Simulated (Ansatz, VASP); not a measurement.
One calculation of Si7Ge, two programs

INCAR

```
PREC = Accurate
ENCUT = 520
EDIFF = 1E-6
ISMEAR = 0
SIGMA = 0.03
LREAL = Auto
LASPH = T
NELM = 60
ALGO = Normal
ISIF = 2
LWAVE = F
LCHARG = F
GGA = PS
NBANDS = 56
```

KPOINTS

```
regular mesh
0
Gamma
  6 6 3
```

POSCAR

```
Si7Ge
1.0
    0.0000000000     -5.4591768537      0.0000000000
    0.0000000000      0.0000000000     -5.4591768537
   12.4183537074      0.0000000000      0.0000000000
Si Ge
14 2
Direct
    0.7474023192      0.7474023192      0.6061710336
    0.7474023192      0.7474023192      0.1665655124
    0.5000000000      0.5000000000      0.4951276985
    0.5000000000      0.5000000000      0.0555221773
    0.5000000000      1.0000000000      0.7149304591
    0.5000000000      1.0000000000      0.2753249379
    1.0000000000      0.5000000000      0.7149304591
    1.0000000000      0.5000000000      0.2753249379
    0.7474023192      0.2525976808      0.8236898846
    0.7474023192      0.2525976808      0.3840843634
    0.2525976808      0.7474023192      0.8236898846
    0.2525976808      0.7474023192      0.3840843634
    0.2525976808      0.2525976808      0.6061710336
    0.2525976808      0.2525976808      0.1665655124
    1.0000000000      1.0000000000      0.4951276985
    1.0000000000      1.0000000000      0.0555221773
```

Input for Ansatz:

```yaml
crystal:
  lattice:
    - [0.0, -5.4591768537, 0.0]
    - [0.0, 0.0, -5.4591768537]
    - [12.4183537074, 0.0, 0.0]
  atoms:
    - { symbol: Si, position: [0.7474023192, 0.7474023192, 0.6061710336] }
    - { symbol: Si, position: [0.7474023192, 0.7474023192, 0.1665655124] }
    - { symbol: Si, position: [0.5, 0.5, 0.4951276985] }
    - { symbol: Si, position: [0.5, 0.5, 0.0555221773] }
    - { symbol: Si, position: [0.5, 1.0, 0.7149304591] }
    - { symbol: Si, position: [0.5, 1.0, 0.2753249379] }
    - { symbol: Si, position: [1.0, 0.5, 0.7149304591] }
    - { symbol: Si, position: [1.0, 0.5, 0.2753249379] }
    - { symbol: Si, position: [0.7474023192, 0.2525976808, 0.8236898846] }
    - { symbol: Si, position: [0.7474023192, 0.2525976808, 0.3840843634] }
    - { symbol: Si, position: [0.2525976808, 0.7474023192, 0.8236898846] }
    - { symbol: Si, position: [0.2525976808, 0.7474023192, 0.3840843634] }
    - { symbol: Si, position: [0.2525976808, 0.2525976808, 0.6061710336] }
    - { symbol: Si, position: [0.2525976808, 0.2525976808, 0.1665655124] }
    - { symbol: Ge, position: [1.0, 1.0, 0.4951276985] }
    - { symbol: Ge, position: [1.0, 1.0, 0.0555221773] }
basis:
  ecutwfc: 420
kpoints:
  mp_grid: { grid: [6, 6, 3] }
hamiltonian:
  xc: pbesol
scf:
  occupations: { method: gaussian, width: 0.03 }
output:
  forces: true
  stress: true
  eigenvalues: true
```

Alike in both runs: task single point; functional PBEsol; k mesh 6 × 6 × 3; occupations gaussian, width 0.03 eV; no spin polarisation.

|  | VASP | Ansatz |
| --- | --- | --- |
| version | VASP 6.6.1 | Ansatz 0.2.0 |
| potentials or method | VASP PAW PBE potentials, release 64 (Si, Ge_d), cutoff 520 eV | scalar-relativistic, plane waves, PAW |
| valence electrons in the cell | 84 | 84 |

VASP gave:

```
gap on the k mesh at the Fermi level (eV)                     : none
pressure (GPa)                                                : -2.7
traceless stress, the component that is largest in VASP (GPa) : 1.69
rms of the force components (eV/Å)                            : 0.332
```

**Question.** Estimate Ansatz's values.

**Answer.** gap on the k mesh at the Fermi level (eV): none; pressure (GPa): -2.7; traceless stress, the component that is largest in VASP (GPa): 1.68; rms of the force components (eV/Å): 0.332.

VASP's potentials were made for PBE, not for PBEsol. Atom by atom the forces differ by 0.004 eV/Å (rms over components). A gap of «none» marks a metal or a gap that the smearing closes.
